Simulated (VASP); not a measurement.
# FeO (Fm-3m) in VASP: notebook

FeO is run at these levels: PBE, BLYP; tasks: single point, relaxation of cell and atoms.

Program: VASP 6.6.1. These are calculated values, not measurements. Logs are shortened: lines on timing, memory, paths and dates and some standing lists are left out, and cuts for length are marked.

**Experimental background.**

“W\"ustite: Electric, thermodynamic and optical properties of FeO”, 2012, arxiv:1203.1201 quotes, for a bulk crystal of FeO: band gap 2.4 eV (optical).

The results are compared with them further down.

### Step 1. The cell of the first run

It takes space group Fm-3m (No. 225, cubic). The conventional cell has a = 4.311 Å, b = 4.311 Å, c = 4.311 Å, α = 90.00°, β = 90.00°, γ = 90.00°. Fe (site symmetry m-3m) has 6 O at 2.16 Å within 2.9 Å. O (site symmetry m-3m) has 6 Fe at 2.16 Å within 2.9 Å.

### Step 2. Single point, PBE, collinear spin, ferromagnetic start

INCAR reads:

```
SYSTEM = FeO
PREC = Accurate
ENCUT = 520
EDIFF = 1E-7
ISMEAR = 0
SIGMA = 0.028000000000000004
LREAL = .False.
LASPH = .True.
NELM = 150
ALGO = Normal
ISIF = 2
LWAVE = .False.
LCHARG = .False.
ISPIN = 2
MAGMOM = 3 0
LORBIT = 11
LMAXMIX = 4
GGA = PE
NBANDS = 18
```

KPOINTS reads:

```
regular mesh
0
Gamma
  11 11 11
  0 0 0
```

POSCAR reads:

```
FeO
1.0
    0.0000000000      2.1554000000      2.1554000000
    2.1554000000      0.0000000000      2.1554000000
    2.1554000000      2.1554000000      0.0000000000
Fe O
1 1
Direct
    0.0000000000      0.0000000000      0.0000000000
    0.5000000000      0.5000000000      0.5000000000
```

Potentials or basis: VASP PAW PBE potentials, release 64 (Fe, O).

On the command line:

```console
$ cat potpaw_PBE.64/Fe/POTCAR potpaw_PBE.64/O/POTCAR > POTCAR
$ mpirun -np 1 vasp_std > vasp.out
```

OUTCAR:

```text
SYSTEM = FeO
   PREC = Accurate
   ENCUT = 520
   EDIFF = 1E-7
   ISMEAR = 0
   LREAL = .False.
   LASPH = .True.
   NELM = 150
   ISIF = 2
   ISPIN = 2
   LORBIT = 11
   GGA = PE

 ion  position               nearest neighbor table
   1  0.000  0.000  0.000-   2 2.16   2 2.16   2 2.16   2 2.16   2 2.16   2 2.16
   2  0.500  0.500  0.500-   1 2.16   1 2.16   1 2.16   1 2.16   1 2.16   1 2.16

  LATTYP: Found a face centered cubic cell.
 ALAT       =     4.3108000000

  Lattice vectors:

 A1 = (   0.0000000000,   2.1554000000,   2.1554000000)
 A2 = (   2.1554000000,   0.0000000000,   2.1554000000)
 A3 = (   2.1554000000,   2.1554000000,   0.0000000000)

Analysis of symmetry for initial positions (statically):
=====================================================================
 Subroutine PRICEL returns:
 Original cell was already a primitive cell.

 Routine SETGRP: Setting up the symmetry group for a
 face centered cubic supercell.

 Subroutine GETGRP returns: Found 48 space group operations
 (whereof 48 operations were pure point group operations)
 out of a pool of 48 trial point group operations.

The static configuration has the point symmetry O_h .

Analysis of symmetry for dynamics (positions and initial velocities):
=====================================================================
 Subroutine PRICEL returns:
 Original cell was already a primitive cell.

 Routine SETGRP: Setting up the symmetry group for a
 face centered cubic supercell.

 Subroutine GETGRP returns: Found 48 space group operations
 (whereof 48 operations were pure point group operations)
 out of a pool of 48 trial point group operations.

The dynamic configuration has the point symmetry O_h .

Analysis of structural, dynamic, and magnetic symmetry:
=====================================================================
 Subroutine PRICEL returns:
 Original cell was already a primitive cell.

 Routine SETGRP: Setting up the symmetry group for a
 face centered cubic supercell.

 Subroutine GETGRP returns: Found 48 space group operations
 (whereof 48 operations were pure point group operations)
 out of a pool of 48 trial point group operations.

The overall configuration has the point symmetry O_h .

 Subroutine INISYM returns: Found 48 space group operations
 (whereof 48 operations are pure point group operations),
 and found     1 'primitive' translations

----------------------------------------------------------------------------------------

                                     Primitive cell

  volume of cell :      20.0269

  direct lattice vectors                    reciprocal lattice vectors
     0.000000000  2.155400000  2.155400000    -0.231975503  0.231975503  0.231975503
     2.155400000  0.000000000  2.155400000     0.231975503 -0.231975503  0.231975503
     2.155400000  2.155400000  0.000000000     0.231975503  0.231975503 -0.231975503

  length of vectors
     3.048195912  3.048195912  3.048195912     0.401793358  0.401793358  0.401793358

  position of ions in fractional coordinates (direct lattice)
     0.000000000  0.000000000  0.000000000
     0.500000000  0.500000000  0.500000000

  ion indices of the primitive-cell ions
   primitive index   ion index
                 1           1
                 2           2

----------------------------------------------------------------------------------------

 KPOINTS: regular mesh

Automatic generation of k-mesh.
 Grid dimensions read from file:
 generate k-points for:   11   11   11

 Generating k-lattice:

  Cartesian coordinates                     Fractional coordinates (reciprocal lattice)
    -0.021088682  0.021088682  0.021088682     0.090909091  0.000000000  0.000000000
     0.021088682 -0.021088682  0.021088682     0.000000000  0.090909091  0.000000000
     0.021088682  0.021088682 -0.021088682     0.000000000  0.000000000  0.090909091

  Length of vectors
     0.036526669  0.036526669  0.036526669

  Shift w.r.t. Gamma in fractional coordinates (k-lattice)
     0.000000000  0.000000000  0.000000000

 Subroutine IBZKPT returns following result:
 ===========================================

 Found     56 irreducible k-points:

 Following reciprocal coordinates:
            Coordinates               Weight
  0.000000  0.000000  0.000000      1.000000
  0.090909  0.000000  0.000000      8.000000
  0.181818  0.000000  0.000000      8.000000
  0.272727  0.000000  0.000000      8.000000
  0.363636  0.000000  0.000000      8.000000
  0.454545  0.000000  0.000000      8.000000
[... 16 lines left out ...]
 -0.272727  0.181818  0.000000     24.000000
 -0.181818  0.181818  0.000000     12.000000
 [... further k-points ...]
   k-points           NKPTS =     56   k-points in BZ     NKDIM =     56   number of bands    NBANDS=     18
   number of dos      NEDOS =    301   number of ions     NIONS =      2
   total plane-waves  NPLWV =  13824
   dimension x,y,z NGX =    24 NGY =   24 NGZ =   24
   dimension x,y,z NGXF=    48 NGYF=   48 NGZF=   48
   ions per type =               1   1
   NGX,Y,Z   is equivalent  to a cutoff of  13.09, 13.09, 13.09 a.u.
   NGXF,Y,Z  is equivalent  to a cutoff of  26.18, 26.18, 26.18 a.u.
 SYSTEM =  FeO
   PREC   = accura    normal or accurate (medium, high low for compatibility)
   ISTART =      0    job   : 0-new  1-cont  2-samecut
   ICHARG =      2    charge: 1-file 2-atom 10-const
   ISPIN  =      2    spin polarized calculation?
   LNONCOLLINEAR =      F non collinear calculations
   LSORBIT =      F    spin-orbit coupling
   LASPH  =      T    aspherical Exc in radial PAW
   ENCUT  =  520.0 eV  38.22 Ry    6.18 a.u.   5.67  5.67  5.67*2*pi/ulx,y,z
   NELM   =    150;   NELMIN=  2; NELMDL= -5     # of ELM steps
   EDIFF  = 0.1E-06   stopping-criterion for ELM
   LREAL  =      F    real-space projection
   EDIFFG = 0.1E-05   stopping-criterion for IOM
   NSW    =      0    number of steps for IOM
   IBRION =     -1    ionic relax: 0-MD 1-quasi-New 2-CG
   NFREE  =      0    steps in history (QN), initial steepest desc. (CG)
   ISIF   =      2    stress and relaxation
   ISYM   =      2    0-nonsym 1-usesym 2-fastsym
   POTIM  = 0.5000    time-step for ionic-motion
   TEBEG  =    0.0;   TEEND  =   0.0 temperature during run
   PSTRESS=    0.0 pullay stress
   NELECT =      14.0000    total number of electrons
   NUPDOWN=      -1.0000    fix difference up-down
   EMIN   =  10.00;   EMAX   =-10.00  energy-range for DOS
   EFERMI =   0.00;   METHOD = LEGACY
   ISMEAR =     0;   SIGMA  =   0.03  broadening in eV -4-tet -1-fermi 0-gaus
   EFERMI_NEDOS =   21; number of points for ismear=-14 and -15
   IALGO  =     38    algorithm
   IMIX   =      4    mixing-type and parameters
     AMIX     =   0.40;   BMIX     =  1.00
     AMIX_MAG =   1.60;   BMIX_MAG =  1.00
  volume/ion in A,a.u.               =      10.01        67.57
  Fermi-wavevector in a.u.,A,eV,Ry     =   1.452935  2.745650 28.722187  2.111021
  Thomas-Fermi vector in A             =   2.570260
   LORBIT       =     11    0 simple, 1 ext, 2 COOP (PROOUT), +10 PAW based schemes
   GGA     = PE    functional components
   LHFCALC =     F    Hartree Fock is set to
   AEXX    =    0.0000 exact exchange contribution
   IVDW    =     0    specifies the selected vdW correction
   LEPSILON=     F    determine dielectric tensor
   LRPA    =     F    only Hartree local field effects (RPA)
 spin polarized calculation
 Gauss-broadening in eV      SIGMA  =   0.03
  energy-cutoff  :      520.00
  volume of cell :       20.03
 maximum number of plane-waves:       556
   NGX = 11   NGY = 11   NGZ = 11

 number of electron      13.9999999 magnetization       4.0000504

 Free energy of the ion-electron system (eV)
  ---------------------------------------------------
  ext. energy  EPLUGINS =         0.00000000
  ---------------------------------------------------
  free energy    TOTEN  =       -14.92993453 eV

  energy without entropy =      -14.92916218  energy(sigma->0) =      -14.92954836

 E-fermi :   6.2028     XC(G=0): -12.1640

 val. band max:        6.1992622718   @ k =  -0.3636   0.2727   0.0909
 cond. band min:       6.2116758512   @ k =  -0.1818   0.0909   0.0000
 fundamental gap:      0.0124135794
 Fermi energy:         6.2028371258

 spin component 1

 k-point     1 :       0.0000    0.0000    0.0000
  band No.  band energies     occupation
      1     -14.5197      1.00000
      2       2.3264      1.00000
      3       2.3264      1.00000
      4       2.3264      1.00000
      5       2.4056      1.00000
      6       2.4056      1.00000
[... 10 lines left out ...]
     17      26.8358      0.00000
     18      29.9579      0.00000

 k-point     2 :       0.0909    0.0000    0.0000
  band No.  band energies     occupation
      1     -14.4383      1.00000
      2       1.4884      1.00000
      3       1.6005      1.00000
      4       1.6005      1.00000
      5       2.4071      1.00000
      6       2.4071      1.00000
[... 10 lines left out ...]
     17      27.8297      0.00000
     18      31.2612      0.00000

 k-point     3 :       0.1818    0.0000    0.0000
  band No.  band energies     occupation
      1     -14.2121      1.00000
      2       0.2495      1.00000
      3       0.8502      1.00000
      4       0.8502      1.00000
      5       2.5668      1.00000
      6       2.5668      1.00000
[... 10 lines left out ...]
     17      30.1350      0.00000
     18      33.3973      0.00000

 k-point     4 :       0.2727    0.0000    0.0000
  band No.  band energies     occupation
      1     -13.8953      1.00000
      2      -0.9676      1.00000
      3       0.2445      1.00000
      4       0.2445      1.00000
      5       2.7834      1.00000
      6       2.7834      1.00000
[... 375 lines left out ...]
      4      -0.3213      1.00000
      5       3.0412      1.00000
      6       3.0472      1.00000
[... 10 lines left out ...]
     17      32.9905      0.00000
     18      33.9923      0.00000

 k-point    23 :      -0.2727    0.1818    0.0000
  band No.  band energies     occupation
      1     -13.5611      1.00000
      2      -1.6081      1.00000
      3      -0.2332      1.00000
      4       0.0376      1.00000
      5       2.8535      1.00000
      6       3.0367      1.00000
[... 10 lines left out ...]
     17      32.6994      0.00000
     18      34.4360      0.00000

 k-point    24 :      -0.1818    0.1818    0.0000
  band No.  band energies     occupation
      1     -13.8186      1.00000
      2      -1.0564      1.00000
      3       0.0179      1.00000
      4       0.5148      1.00000
      5       2.6769      1.00000
      6       2.9545      1.00000
[... 10 lines left out ...]
     17      32.7140      0.00000
     18      34.4739      0.00000

 [... further k-points ...]

 spin component 2

 k-point     1 :       0.0000    0.0000    0.0000
  band No.  band energies     occupation
      1     -13.9872      1.00000
      2       2.9637      1.00000
      3       2.9637      1.00000
      4       2.9637      1.00000
      5       5.4657      1.00000
      6       5.4660      1.00000
[... 10 lines left out ...]
     17      28.4260      0.00000
     18      31.0367      0.00000

 k-point     2 :       0.0909    0.0000    0.0000
  band No.  band energies     occupation
      1     -13.9047      1.00000
      2       2.3214      1.00000
      3       2.7217      1.00000
      4       2.7217      1.00000
      5       5.5684      1.00000
      6       5.5686      1.00000
[... 10 lines left out ...]
     17      29.2172      0.00000
     18      32.4816      0.00000

 k-point     3 :       0.1818    0.0000    0.0000
  band No.  band energies     occupation
      1     -13.6755      1.00000
      2       1.0717      1.00000
      3       2.2069      1.00000
      4       2.2069      1.00000
      5       5.7757      1.00000
      6       5.8073      1.00000
[... 10 lines left out ...]
     17      31.1395      0.00000
     18      34.6543      0.00000

 k-point     4 :       0.2727    0.0000    0.0000
  band No.  band energies     occupation
      1     -13.3543      1.00000
      2      -0.1777      1.00000
      3       1.6874      1.00000
      4       1.6875      1.00000
      5       6.0656      1.00000
      6       6.1079      1.00000
[... 375 lines left out ...]
      4       1.1219      1.00000
      5       6.4450      0.00000
      6       6.4505      0.00000
[... 10 lines left out ...]
     17      33.5670      0.00000
     18      34.6446      0.00000

 k-point    23 :      -0.2727    0.1818    0.0000
  band No.  band energies     occupation
      1     -13.0087      1.00000
      2      -0.7758      1.00000
      3       1.0557      1.00000
      4       1.2482      1.00000
      5       6.1853      0.81156
      6       6.3413      0.00000
[... 10 lines left out ...]
     17      33.3084      0.00000
     18      35.2233      0.00000

 k-point    24 :      -0.1818    0.1818    0.0000
  band No.  band energies     occupation
      1     -13.2735      1.00000
      2      -0.1823      1.00000
      3       1.5139      1.00000
      4       1.5464      1.00000
      5       5.9437      1.00000
      6       6.1582      0.98798
[... 10 lines left out ...]
     17      33.4970      0.00000
     18      35.2272      0.00000

 [... further k-points ...]
[... 5 lines left out ...]
  --------------------------------------------------------------------------------------
  -------------------------------------------------------------------------------------
  Total       -0.0220176     -0.0220176     -0.0220176      0.0000000      0.0000000     -0.0000000
  in kB       -1.7614356     -1.7614356     -1.7614356      0.0000000      0.0000000     -0.0000000
  external PRESSURE =      -1.7614356 kB  Pullay stress =       0.0000000 kB

 VOLUME and BASIS-vectors are now :
 -----------------------------------------------------------------------------
  energy-cutoff  :      520.00
  volume of cell :       20.03
      direct lattice vectors                 reciprocal lattice vectors
     0.000000000  2.155400000  2.155400000    -0.231975503  0.231975503  0.231975503
     2.155400000  0.000000000  2.155400000     0.231975503 -0.231975503  0.231975503
     2.155400000  2.155400000  0.000000000     0.231975503  0.231975503 -0.231975503

 POSITION                                       TOTAL-FORCE (eV/Angst)
 -----------------------------------------------------------------------------------
      0.00000      0.00000      0.00000        -0.000000     -0.000000     -0.000000
      2.15540      2.15540      2.15540         0.000000      0.000000      0.000000
 -----------------------------------------------------------------------------------
    total drift:                                0.000000     -0.000000      0.000000

  FREE ENERGIE OF THE ION-ELECTRON SYSTEM (eV)
  ---------------------------------------------------
  free  energy   TOTEN  =       -14.9299345322 eV

  energy  without entropy=      -14.9291621828  energy(sigma->0) =      -14.92954836

 total charge

# of ion       s       p       d       tot
------------------------------------------
    1        0.287   0.358   6.086   6.731
    2        1.556   3.438   0.000   4.994
--------------------------------------------------
tot          1.844   3.796   6.086  11.725

 magnetization (x)

# of ion       s       p       d       tot
------------------------------------------
    1        0.027   0.021   3.571   3.619
    2        0.030   0.272   0.000   0.301
--------------------------------------------------
tot          0.057   0.293   3.571   3.920
```

Wall time 74 s (1 thread of Intel Xeon 8259CL, shared host); peak memory 0.17 GiB.

Results:

| Item | Value |
| --- | --- |
| Free energy | -14.9299 eV |
| Pressure | -0.2 GPa |
| Band gap on the k mesh | zero (filled and empty bands overlap) |
| Net moment | 4.00 μB per cell |
| Site moments | Fe +3.62; O +0.30 μB |
| Valence electrons inside the program's atomic spheres | Fe 6.73; O 4.99 |

Levels at points of the mesh, in eV from the Fermi level:
Spin up:
| k point | band 6 | band 7 | band 8 | band 9 | band 10 | band 11 | band 12 | band 13 |
| --- | --- | --- | --- | --- | --- | --- | --- | --- |
| (0.00, 0.00, 0.00) | -3.80 | -3.80 | -3.68 | -3.68 | 0.09 | 15.47 | 17.03 | 17.03 |
Spin down:
```
           k point  band 1  band 2  band 3  band 4  band 5  band 6  band 7  band 8  band 9  band 10
(0.00, 0.00, 0.00)  -20.19   -3.24   -3.24   -3.24   -0.74   -0.74   -0.74    0.19    0.19     0.89
```

Caveat: a cell with one magnetic atom can't hold antiferromagnetic order, which such compounds often take; semilocal functionals often make such compounds metallic where correlation or magnetic order opens a gap, which also shifts bond lengths.

(Part 1 of 2 ends here.)
